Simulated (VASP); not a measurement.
P: single point with r2SCAN+D3(BJ)

Crystal: P.

```
CELL_PARAMETERS angstrom
1.51759 0.87618 2.47877
-1.51759 0.87618 2.47877
0.00000 -1.75237 2.47877
ATOMIC_POSITIONS crystal
P 0.24998 0.24998 0.24998
P 0.75002 0.75002 0.75002
```

This cell differs from its parent crystal: volume scaled by 0.640.

- Program: VASP 6.6.1
- Task: single point
- Functional: r2SCAN
- Dispersion: D3(BJ)
- Potentials or basis: VASP PAW PBE potentials, release 64 (P)
- Cutoff: 520 eV
- k mesh: 18 × 18 × 18
- Occupations: gaussian, width 0.05 eV
- Spin: no spin polarisation

* Pressure: 96.7 GPa
* Band gap on the k mesh: zero (band 5 reaches 19.56 eV, above the bottom of band 6 at 13.66 eV)
* Dispersion energy per atom: -0.337 eV

Levels at points of the mesh, in eV from the Fermi level:
| k point | band 1 | band 2 | band 3 | band 4 | band 5 | band 6 | band 7 | band 8 | band 9 | band 10 |
| --- | --- | --- | --- | --- | --- | --- | --- | --- | --- | --- |
| (0.00, 0.00, 0.00) | -21.88 | -2.48 | -2.48 | -2.48 | 3.55 | 3.55 | 3.55 | 4.99 | 6.62 | 6.62 |
| (0.50, 0.00, 0.00) | -15.96 | -15.96 | -2.14 | -2.14 | -2.14 | -2.14 | 3.68 | 3.68 | 14.57 | 14.57 |
| (0.50, 0.50, 0.00) | -14.97 | -12.83 | -7.56 | -7.55 | -7.03 | -1.41 | 10.31 | 13.37 | 13.37 | 17.25 |
| (0.50, 0.50, 0.50) | -15.97 | -15.96 | -2.14 | -2.14 | -2.14 | -2.14 | 3.68 | 3.68 | 14.57 | 14.57 |

Wall time 4.6 min on 1 thread of AMD EPYC 9R45 96-Core Processor (Zen 5), with other jobs on the host, peak memory 0.2 GiB.

Caveat: the PAW data sets were made with another functional, which shifts forces and pressure a little; pairwise dispersion overbinds metals, which lowers pressure and volume.
